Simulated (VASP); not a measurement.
The system is ZnSe (Stilleite).

```xyz
2
Lattice="0.0000 2.8148 2.8148 2.8148 0.0000 2.8148 2.8148 2.8148 0.0000" Properties=species:S:1:pos:R:3 pbc="T T T"
Se    4.2222    4.2222    4.2222
Zn    0.0000    0.0000    0.0000
```

Base run:

```yaml
Program: VASP 6.6.1
Functional: BLYP
Dispersion: D3(BJ)
Potentials_or_basis: VASP PAW PBE potentials, release 64 (Se, Zn)
Cutoff: 520 eV
k_mesh: 8 × 8 × 8
Occupations: fermi-dirac, width 0.05 eV
Spin: no spin polarisation
```

Its results: band gap on the k mesh 1.36 eV, direct; pressure 1.3 GPa.

Problem. After a change of settings the same cell gave: band gap on the k mesh 1.25 eV, direct; pressure -1.6 GPa. Which change was it?
A. functional from BLYP to PBEsol; dispersion from D3(BJ) to none
B. functional from BLYP to revPBE; dispersion from D3(BJ) to none
C. functional from BLYP to PBEsol
D. functional from BLYP to r2SCAN; dispersion from D3(BJ) to D4

Solution. C.

PBEsol binds more tightly than BLYP, so the same cell stands under less pressure.

Caveats: the PAW data sets were made with another functional, which shifts forces and pressure a little.
